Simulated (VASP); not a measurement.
CoSi3Ir, 5 atoms in the cell. The structure is cubic, space group Pm-3m (No. 221). Conventional cell: a = 4.247 Å, b = 4.247 Å, c = 4.247 Å, α = 90.00°, β = 90.00°, γ = 90.00°. Within 2.8 Å of Co (site symmetry m-3m) lie 6 Si at 2.12 Å. Within 2.8 Å of Si (site symmetry 4/mmm) lie 2 Co at 2.12 Å. Ir (site symmetry m-3m) has 12 Si at 3.00 Å and 8 Co at 3.68 Å within 4.0 Å. 

* Program: VASP 6.6.1
* Task: relaxation of cell and atoms
* Functional: PBE
* Potentials or basis: VASP PAW PBE potentials, release 64 (Co, Si, Ir)
* Cutoff: 600 eV
* k mesh: 10 × 10 × 10
* Occupations: gaussian, width 0.1 eV
* Spin: no spin polarisation
* Dipole correction: no
* Further INCAR settings: ALGO = Normal; EDIFF = 1e-06; IBRION = 2; EDIFFG = -0.01; NSW = 100; ISIF = 3

Potentials or basis: VASP PAW PBE potentials, release 64 (Co, Si, Ir).

Command:

```console
$ cat potpaw_PBE.64/Co/POTCAR potpaw_PBE.64/Si/POTCAR potpaw_PBE.64/Ir/POTCAR > POTCAR
$ mpirun -np 1 vasp_std > vasp.out
```

Hardware: 1 thread of Intel Xeon 6975P-C, on a shared host.

Question: Estimate the wall time of this run.

Answer: Run time: 2.9 min on 1 thread of Intel Xeon 6975P-C, on a shared host, peak memory 0.29 GiB. Counts: scf iterations 31, k points 56, ion steps 3.
